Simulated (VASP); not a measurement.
A run of VASP 6.6.1 is set up as follows.

File POSCAR:

```
BN
1.0
    2.5539396017      0.0000000000      0.0000000000
   -1.2769698009      2.2117765748      0.0000000000
    0.0000000000      0.0000000000      4.2268550000
B N
2 2
Direct
    0.6666666667      0.3333333333      0.9997240000
    0.3333333333      0.6666666667      0.4997240000
    0.6666666667      0.3333333333      0.5897886223
    0.3333333333      0.6666666667      0.0897886223
```

Contents of INCAR.step1:

```
PREC = Accurate
ENCUT = 520
ISMEAR = 0
SIGMA = 0.05
LREAL = F
LASPH = T
NELM = 60
NBANDS = 16
GGA = PE
ALGO = Normal
EDIFF = 1E-4
LWAVE = T
LCHARG = F
```

The input INCAR.step2:

```
PREC = Accurate
ENCUT = 520
EDIFF = 1E-6
ISMEAR = 0
SIGMA = 0.05
LREAL = F
LASPH = T
NELM = 60
ALGO = Normal
ISIF = 2
LWAVE = F
LCHARG = F
METAGGA = R2SCAN
LMIXTAU = T
NBANDS = 16
ISTART = 1
```

KPOINTS

```
regular mesh
0
Gamma
  12 12 6
```

Potentials or basis: VASP PAW PBE potentials, release 64 (B, N).

Launch:

```bash
$ cat potpaw_PBE.64/B/POTCAR potpaw_PBE.64/N/POTCAR > POTCAR
$ cp INCAR.step1 INCAR
$ mpirun -np 1 vasp_std > vasp.out
$ cp INCAR.step2 INCAR
$ mpirun -np 1 vasp_std > vasp.out
```

Predict the pressure.

2.7 GPa.

What does it give for the largest force?

2.260 eV/Å.

Estimate the band gap on the k mesh.

5.69 eV, indirect (least direct gap 7.49 eV).

Forces on the atoms (eV/Å):
```
B    0.000  0.000 -2.260
B    0.000  0.000 -2.260
N    0.000  0.000  2.260
N    0.000  0.000  2.260
```

Caveat: the cell differs from its parent crystal (all N atoms moved -0.150 Å, as atom 3 along Cartesian [0 0 1]); the PAW data sets were made with another functional, which shifts forces and pressure a little. A k mesh can miss the band edges.
